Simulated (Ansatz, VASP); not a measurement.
Two plane-wave programs on HfN

```
Hf N
1.0
     0.00000    2.25900    2.25900
     2.25900    0.00000    2.25900
     2.25900    2.25900    0.00000
Hf N
1 1
Direct
  0.95573 0.95573 0.98166
  0.50000 0.50000 0.50000
```

Alike in both runs: task single point; functional PBE; k mesh 18 × 18 × 18; no spin polarisation.

|  | VASP | Ansatz |
| --- | --- | --- |
| version | VASP 6.6.1 | Ansatz 0.2.0 |
| potentials or method | VASP PAW PBE potentials, release 64 (Hf_pv, N), cutoff 520 eV | scalar-relativistic, plane waves, PAW |
| occupations | methfessel-paxton of order 1, width 0.2 eV | cold, width 0.2 eV |
| valence electrons in the cell | 15 | 31 |

VASP gave:

```
gap on the k mesh at the Fermi level (eV)                     : none
pressure (GPa)                                                : 13.4
traceless stress, the component that is largest in VASP (GPa) : 5.25
rms of the force components (eV/Å)                            : 1.860
```

**Question.** Which values does Ansatz return?

**Answer.** gap on the k mesh at the Fermi level (eV): none; pressure (GPa): 15.5; traceless stress, the component that is largest in VASP (GPa): 5.23; rms of the force components (eV/Å): 1.853.

Atom by atom the forces differ by 0.009 eV/Å (rms over components). A gap of «none» marks a metal or a gap that the smearing closes. VASP's potentials hold 15 valence electrons a cell and Ansatz's 31, so a difference there can come from the potentials and not from the codes.

Spin-orbit coupling is off throughout.
